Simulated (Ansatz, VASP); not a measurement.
**Two plane-wave programs on Zr**

```
CELL_PARAMETERS angstrom
3.27453 0.00000 0.00000
-1.63726 2.83583 0.00000
0.00000 0.00000 5.21473
ATOMIC_POSITIONS crystal
Zr 0.33333 0.66667 0.25000
Zr 0.66667 0.33333 0.75000
```

Change from the starting cell: volume scaled by 1.04, PAW files.

Alike in both runs: task electric field gradients; functional PBE; k mesh 13 × 13 × 7; occupations fermi-dirac, width 0.08 eV; no spin polarisation.

|  | VASP | Ansatz |
| --- | --- | --- |
| version | VASP 6.6.1 | Ansatz 0.2.0 |
| potentials or method | VASP PAW PBE potentials, release 64 (Zr_sv) | PAW with Ansatz's default frozen-core files, scalar-relativistic |
| plane-wave cutoff (eV) | 520 | 420 |
| valence electrons in the cell | 24 | 24 |

Ansatz gave:

* pressure (GPa): -3.0
* traceless stress, the component that is largest in VASP (GPa): 0.27
* size of Vzz on the site where it differs most (V/Å²): 38.8

Question: Estimate VASP's values.

Answer: Pressure (GPa): -3.0; traceless stress, the component that is largest in VASP (GPa): 0.26; size of Vzz on the site where it differs most (V/Å²): 38.1.
